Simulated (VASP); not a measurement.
The system is Ag.

```
CELL_PARAMETERS angstrom
-1.65565 1.65565 1.65565
1.65565 -1.65565 1.65565
1.65565 1.65565 -1.65565
ATOMIC_POSITIONS crystal
Ag 0.00000 0.00000 0.00000
```

| Property | Result |
| --- | --- |
| Program | VASP 6.6.1 |
| Task | relaxation of cell and atoms |
| Functional | r2SCAN |
| Potentials or basis | VASP PAW PBE potentials, release 64 (Ag) |
| Cutoff | 600 eV |
| k mesh | 18 × 18 × 18 |
| Occupations | gaussian, width 0.1 eV |
| Spin | no spin polarisation |

At the start: pressure -3.4 GPa; volume 18.15 Å³/atom.

Q: How do energy, volume and symmetry change on relaxing?

A: Over 3 steps the energy falls by 7.5 meV/atom and the volume is 17.48 Å³/atom (-3.7 %); space group Im-3m (No. 229, to 0.05 Å).

The path:
| step | energy change (eV) | largest force (eV/Å) | pressure (GPa) | volume (Å³) |
| --- | --- | --- | --- | --- |
| 1 | 0.0000 | 0.0000 | -3.40 | 18.15 |
| 2 | -0.0055 | 0.0000 | 1.95 | 17.16 |
| 3 | -0.0075 | 0.0000 | 0.01 | 17.48 |

Final structure:
```
CELL_PARAMETERS angstrom
-1.63493 1.63493 1.63493
1.63493 -1.63493 1.63493
1.63493 1.63493 -1.63493
ATOMIC_POSITIONS crystal
Ag 0.00000 0.00000 0.00000
```

Caveat: the PAW data sets were made with another functional, which shifts forces and pressure a little.
